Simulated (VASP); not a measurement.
# Ce (Im-3m) in VASP: single point with r2SCAN

Aim: the single point of Ce with r2SCAN.

Everything below comes from runs of VASP 6.6.1. Logs are shortened: lines on timing, memory, paths and dates and some standing lists are left out, and cuts for length are marked.

### 1 The cell of the first run

The structure is cubic, space group Im-3m (No. 229). The conventional cell has a = 3.887 Å, b = 3.887 Å, c = 3.887 Å, α = 90.00°, β = 90.00°, γ = 90.00°. Ce (site symmetry m-3m) has 14 Ce at 3.37 to 3.89 Å within 4.4 Å.

This isn't the form of Ce at room conditions, which is fcc.

### 2 Single point, r2SCAN, collinear spin, ferromagnetic start

POSCAR

```
Ce
1.0
   -1.9432985503      1.9432985503      1.9432985503
    1.9432985503     -1.9432985503      1.9432985503
    1.9432985503      1.9432985503     -1.9432985503
Ce
1
Direct
    0.0000000000      0.0000000000      0.0000000000
```

INCAR.step1

```
SYSTEM = Ce
  PREC = Accurate
  ENCUT = 520
  ISMEAR = -1
  SIGMA = 0.08
  LREAL = .FALSE.
  LASPH = .TRUE.
  NELM = 150
  ISPIN = 2
  MAGMOM = 1
  LMAXMIX = 6
  NBANDS = 16
  GGA = PE
  ALGO = Normal
  EDIFF = 1E-4
  LWAVE = .TRUE.
  LCHARG = .FALSE.
```

INCAR.step2

```
SYSTEM = Ce
  PREC = Accurate
  ENCUT = 520
  EDIFF = 1E-6
  ISMEAR = -1
  SIGMA = 0.08
  LREAL = .FALSE.
  LASPH = .TRUE.
  NELM = 150
  ALGO = Normal
  ISIF = 2
  LWAVE = .FALSE.
  LCHARG = .FALSE.
  ISPIN = 2
  MAGMOM = 1
  LORBIT = 11
  LMAXMIX = 6
  METAGGA = R2SCAN
  LMIXTAU = .TRUE.
  NBANDS = 16
  ISTART = 1
```

KPOINTS

```
regular mesh
0
G
  13 13 13
  0 0 0
```

Potentials or basis: VASP PAW PBE potentials, release 64 (Ce).

Started as:

```
$ cat potpaw_PBE.64/Ce/POTCAR > POTCAR
$ cp INCAR.step1 INCAR
$ mpirun -np 1 vasp_std > vasp.out
$ cp INCAR.step2 INCAR
$ mpirun -np 1 vasp_std > vasp.out
```

OUTCAR:

```text
SYSTEM = Ce
   PREC = Accurate
   ENCUT = 520
   EDIFF = 1E-6
   ISMEAR = -1
   LREAL = .FALSE.
   LASPH = .TRUE.
   NELM = 150
   ISIF = 2
   ISPIN = 2
   LORBIT = 11
   METAGGA = R2SCAN
   ISTART = 1

 ion  position               nearest neighbor table
   1  0.000  0.000  0.000-

  LATTYP: Found a body centered cubic cell.
 ALAT       =     3.8865971006

  Lattice vectors:

 A1 = (  -1.9432985503,   1.9432985503,   1.9432985503)
 A2 = (   1.9432985503,  -1.9432985503,   1.9432985503)
 A3 = (   1.9432985503,   1.9432985503,  -1.9432985503)

Analysis of symmetry for initial positions (statically):
=====================================================================
 Subroutine PRICEL returns:
 Original cell was already a primitive cell.

 Routine SETGRP: Setting up the symmetry group for a
 body centered cubic supercell.

 Subroutine GETGRP returns: Found 48 space group operations
 (whereof 48 operations were pure point group operations)
 out of a pool of 48 trial point group operations.

The static configuration has the point symmetry O_h .

Analysis of symmetry for dynamics (positions and initial velocities):
=====================================================================
 Subroutine PRICEL returns:
 Original cell was already a primitive cell.

 Routine SETGRP: Setting up the symmetry group for a
 body centered cubic supercell.

 Subroutine GETGRP returns: Found 48 space group operations
 (whereof 48 operations were pure point group operations)
 out of a pool of 48 trial point group operations.

The dynamic configuration has the point symmetry O_h .

Analysis of structural, dynamic, and magnetic symmetry:
=====================================================================
 Subroutine PRICEL returns:
 Original cell was already a primitive cell.

 Routine SETGRP: Setting up the symmetry group for a
 body centered cubic supercell.

 Subroutine GETGRP returns: Found 48 space group operations
 (whereof 48 operations were pure point group operations)
 out of a pool of 48 trial point group operations.

The overall configuration has the point symmetry O_h .

 Subroutine INISYM returns: Found 48 space group operations
 (whereof 48 operations are pure point group operations),
 and found     1 'primitive' translations

----------------------------------------------------------------------------------------

                                     Primitive cell

  volume of cell :      29.3548

  direct lattice vectors                    reciprocal lattice vectors
    -1.943298550  1.943298550  1.943298550     0.000000000  0.257294485  0.257294485
     1.943298550 -1.943298550  1.943298550     0.257294485  0.000000000  0.257294485
     1.943298550  1.943298550 -1.943298550     0.257294485  0.257294485  0.000000000

  length of vectors
     3.365891823  3.365891823  3.365891823     0.363869350  0.363869350  0.363869350

  position of ions in fractional coordinates (direct lattice)
     0.000000000  0.000000000  0.000000000

  ion indices of the primitive-cell ions
   primitive index   ion index
                 1           1

----------------------------------------------------------------------------------------

 KPOINTS: regular mesh

Automatic generation of k-mesh.
 Grid dimensions read from file:
 generate k-points for:   13   13   13

 Generating k-lattice:

  Cartesian coordinates                     Fractional coordinates (reciprocal lattice)
     0.000000000  0.019791883  0.019791883     0.076923077  0.000000000  0.000000000
     0.019791883  0.000000000  0.019791883     0.000000000  0.076923077  0.000000000
     0.019791883  0.019791883  0.000000000     0.000000000  0.000000000  0.076923077

  Length of vectors
     0.027989950  0.027989950  0.027989950

  Shift w.r.t. Gamma in fractional coordinates (k-lattice)
     0.000000000  0.000000000  0.000000000

 Subroutine IBZKPT returns following result:
 ===========================================

 Found     84 irreducible k-points:

 Following reciprocal coordinates:
            Coordinates               Weight
  0.000000  0.000000  0.000000      1.000000
  0.076923  0.000000  0.000000     12.000000
  0.153846  0.000000  0.000000     12.000000
  0.230769  0.000000  0.000000     12.000000
  0.307692  0.000000  0.000000     12.000000
  0.384615  0.000000  0.000000     12.000000
[... 16 lines left out ...]
  0.153846  0.076923  0.076923     24.000000
  0.230769  0.076923  0.076923     24.000000
 [... further k-points ...]
   k-points           NKPTS =     84   k-points in BZ     NKDIM =     84   number of bands    NBANDS=     16
   number of dos      NEDOS =    301   number of ions     NIONS =      1
   total plane-waves  NPLWV =  21952
   dimension x,y,z NGX =    28 NGY =   28 NGZ =   28
   dimension x,y,z NGXF=    56 NGYF=   56 NGZF=   56
   ions per type =               1
   NGX,Y,Z   is equivalent  to a cutoff of  13.83, 13.83, 13.83 a.u.
   NGXF,Y,Z  is equivalent  to a cutoff of  27.66, 27.66, 27.66 a.u.
 SYSTEM =  Ce
   PREC   = accura    normal or accurate (medium, high low for compatibility)
   ISTART =      1    job   : 0-new  1-cont  2-samecut
   ICHARG =      0    charge: 1-file 2-atom 10-const
   ISPIN  =      2    spin polarized calculation?
   LNONCOLLINEAR =      F non collinear calculations
   LSORBIT =      F    spin-orbit coupling
   LASPH  =      T    aspherical Exc in radial PAW
   ENCUT  =  520.0 eV  38.22 Ry    6.18 a.u.   6.26  6.26  6.26*2*pi/ulx,y,z
   NELM   =    150;   NELMIN=  2; NELMDL=  0     # of ELM steps
   EDIFF  = 0.1E-05   stopping-criterion for ELM
   LREAL  =      F    real-space projection
   EDIFFG = 0.1E-04   stopping-criterion for IOM
   NSW    =      0    number of steps for IOM
   IBRION =     -1    ionic relax: 0-MD 1-quasi-New 2-CG
   NFREE  =      0    steps in history (QN), initial steepest desc. (CG)
   ISIF   =      2    stress and relaxation
   ISYM   =      2    0-nonsym 1-usesym 2-fastsym
   POTIM  = 0.5000    time-step for ionic-motion
   TEBEG  =    0.0;   TEEND  =   0.0 temperature during run
   PSTRESS=    0.0 pullay stress
   NELECT =      12.0000    total number of electrons
   NUPDOWN=      -1.0000    fix difference up-down
   EMIN   =  10.00;   EMAX   =-10.00  energy-range for DOS
   EFERMI =   0.00;   METHOD = LEGACY
   ISMEAR =    -1;   SIGMA  =   0.08  broadening in eV -4-tet -1-fermi 0-gaus
   EFERMI_NEDOS =   21; number of points for ismear=-14 and -15
   IALGO  =     38    algorithm
   IMIX   =      4    mixing-type and parameters
     AMIX     =   0.40;   BMIX     =  1.00
     AMIX_MAG =   1.60;   BMIX_MAG =  1.00
  volume/ion in A,a.u.               =      29.35       198.10
  Fermi-wavevector in a.u.,A,eV,Ry     =   1.214998  2.296014 20.085209  1.476221
  Thomas-Fermi vector in A             =   2.350400
   LORBIT       =     11    0 simple, 1 ext, 2 COOP (PROOUT), +10 PAW based schemes
   METAGGA = R2SCAN    functional components
   LHFCALC =     F    Hartree Fock is set to
   AEXX    =    0.0000 exact exchange contribution
   IVDW    =     0    specifies the selected vdW correction
   LEPSILON=     F    determine dielectric tensor
   LRPA    =     F    only Hartree local field effects (RPA)
 spin polarized calculation
  energy-cutoff  :      520.00
  volume of cell :       29.35
 maximum number of plane-waves:       802
 NGX is ok and might be reduce to    28
   NGX = 13   NGY = 13   NGZ = 13

 number of electron      12.0000000 magnetization       0.0003593

 number of electron      12.0000000 magnetization      -0.0003953

 Free energy of the ion-electron system (eV)
  ---------------------------------------------------
  ext. energy  EPLUGINS =         0.00000000
  ---------------------------------------------------
  free energy    TOTEN  =       -30.57433215 eV

  energy without entropy =      -30.48297402  energy(sigma->0) =      -30.52865308

 E-fermi :   8.3301     XC(G=0): -11.6047

 val. band max:        8.3196256137   @ k =   0.2308   0.0000   0.0000
 cond. band min:       8.3390409984   @ k =  -0.3077   0.3077   0.0769
 fundamental gap:      0.0194153847
 Fermi energy:         8.3301379577

 spin component 1

 k-point     1 :       0.0000    0.0000    0.0000
  band No.  band energies     occupation
      1     -27.6663      1.00000
      2      -8.7254      1.00000
      3      -8.7254      1.00000
      4      -8.7254      1.00000
      5       5.1961      1.00000
      6       8.4468      0.18882
[... 8 lines left out ...]
     15      10.2855      0.00000
     16      12.9491      0.00000

 k-point     2 :       0.0769    0.0000    0.0000
  band No.  band energies     occupation
      1     -27.6434      1.00000
      2      -8.8765      1.00000
      3      -8.7672      1.00000
      4      -8.7281      1.00000
      5       5.4493      1.00000
      6       8.3965      0.30385
[... 8 lines left out ...]
     15      10.6777      0.00000
     16      12.7478      0.00000

 k-point     3 :       0.1538    0.0000    0.0000
  band No.  band energies     occupation
      1     -27.5803      1.00000
      2      -9.2760      1.00000
      3      -8.8808      1.00000
      4      -8.7358      1.00000
      5       6.0840      1.00000
      6       8.2796      0.65286
[... 8 lines left out ...]
     15      11.5575      0.00000
     16      12.4992      0.00000
[... 362 lines left out ...]
 k-point    23 :       0.1538    0.0769    0.0769
  band No.  band energies     occupation
      1     -27.4593      1.00000
      2      -9.9538      1.00000
      3      -9.0093      1.00000
      4      -8.8561      1.00000
      5       7.0835      1.00000
      6       8.1702      0.88070
[... 8 lines left out ...]
     15      12.8592      0.00000
     16      13.2830      0.00000

 k-point    24 :       0.2308    0.0769    0.0769
  band No.  band energies     occupation
      1     -27.3687      1.00000
      2     -10.3558      1.00000
      3      -9.2234      1.00000
      4      -8.8816      1.00000
      5       7.1119      1.00000
      6       8.1142      0.93702
[... 8 lines left out ...]
     15      13.1143      0.00000
     16      13.6506      0.00000

 [... further k-points ...]

 spin component 2

 k-point     1 :       0.0000    0.0000    0.0000
  band No.  band energies     occupation
      1     -27.6665      1.00000
      2      -8.7256      1.00000
      3      -8.7256      1.00000
      4      -8.7256      1.00000
      5       5.1957      1.00000
      6       8.4465      0.18927
[... 8 lines left out ...]
     15      10.2855      0.00000
     16      12.9487      0.00000

 k-point     2 :       0.0769    0.0000    0.0000
  band No.  band energies     occupation
      1     -27.6436      1.00000
      2      -8.8766      1.00000
      3      -8.7674      1.00000
      4      -8.7283      1.00000
      5       5.4489      1.00000
      6       8.3962      0.30446
[... 8 lines left out ...]
     15      10.6776      0.00000
     16      12.7475      0.00000

 k-point     3 :       0.1538    0.0000    0.0000
  band No.  band energies     occupation
      1     -27.5805      1.00000
      2      -9.2762      1.00000
      3      -8.8810      1.00000
      4      -8.7360      1.00000
      5       6.0836      1.00000
      6       8.2794      0.65349
[... 8 lines left out ...]
     15      11.5574      0.00000
     16      12.4989      0.00000
[... 362 lines left out ...]
 k-point    23 :       0.1538    0.0769    0.0769
  band No.  band energies     occupation
      1     -27.4595      1.00000
      2      -9.9540      1.00000
      3      -9.0094      1.00000
      4      -8.8563      1.00000
      5       7.0832      1.00000
      6       8.1700      0.88093
[... 8 lines left out ...]
     15      12.8590      0.00000
     16      13.2827      0.00000

 k-point    24 :       0.2308    0.0769    0.0769
  band No.  band energies     occupation
      1     -27.3690      1.00000
      2     -10.3560      1.00000
      3      -9.2236      1.00000
      4      -8.8818      1.00000
      5       7.1116      1.00000
      6       8.1140      0.93712
[... 8 lines left out ...]
     15      13.1141      0.00000
     16      13.6504      0.00000

 [... further k-points ...]

------------------------ aborting loop because EDIFF is reached ----------------------------------------

  FORCE on cell =-STRESS in cart. coord.  units (eV):
  Direction    XX          YY          ZZ          XY          YZ          ZX
  --------------------------------------------------------------------------------------
  -------------------------------------------------------------------------------------
  Total       -0.4918034     -0.4918034     -0.4918034      0.0000000      0.0000000      0.0000000
  in kB      -26.8425350    -26.8425350    -26.8425350      0.0000000      0.0000000      0.0000000
  external PRESSURE =     -26.8425350 kB  Pullay stress =       0.0000000 kB

 VOLUME and BASIS-vectors are now :
 -----------------------------------------------------------------------------
  energy-cutoff  :      520.00
  volume of cell :       29.35
      direct lattice vectors                 reciprocal lattice vectors
    -1.943298550  1.943298550  1.943298550     0.000000000  0.257294485  0.257294485
     1.943298550 -1.943298550  1.943298550     0.257294485  0.000000000  0.257294485
     1.943298550  1.943298550 -1.943298550     0.257294485  0.257294485  0.000000000

 POSITION                                       TOTAL-FORCE (eV/Angst)
 -----------------------------------------------------------------------------------
      0.00000      0.00000      0.00000         0.000000     -0.000000     -0.000000
 -----------------------------------------------------------------------------------
    total drift:                               -0.000000     -0.000000      0.000000

  FREE ENERGIE OF THE ION-ELECTRON SYSTEM (eV)
  ---------------------------------------------------
  free  energy   TOTEN  =       -30.5743321472 eV

  energy  without entropy=      -30.4829740185  energy(sigma->0) =      -30.52865308

 total charge

# of ion       s       p       d       f       tot
--------------------------------------------------
    1        2.136   5.610   1.181   0.923   9.850

 magnetization (x)

# of ion       s       p       d       f       tot
--------------------------------------------------
    1        0.000  -0.000  -0.000  -0.000  -0.000
```

Run time: 5.1 min. Hardware: 1 thread of Intel Xeon 6975P-C (Granite Rapids), shared host; peak memory 0.24 GiB.

Results:

| Item | Value |
| --- | --- |
| Free energy | -30.5743 eV |
| Pressure | -2.7 GPa |
| Band gap on the k mesh | zero (filled and empty bands overlap) |
| Net moment | 0.00 μB per cell |
| Valence electrons inside the program's atomic spheres | Ce 9.85 |

Caveat: the magnetic or orbital state may not be the lowest; the moments typed at the start vanished in this run; the PAW data sets were made with another functional, which shifts forces and pressure a little; spin-orbit coupling is left out, which moves the levels of the heavy elements; semilocal functionals describe open f shells poorly, which spoils levels, moments and volumes. The state reached can hang on the start; a lower one may exist.
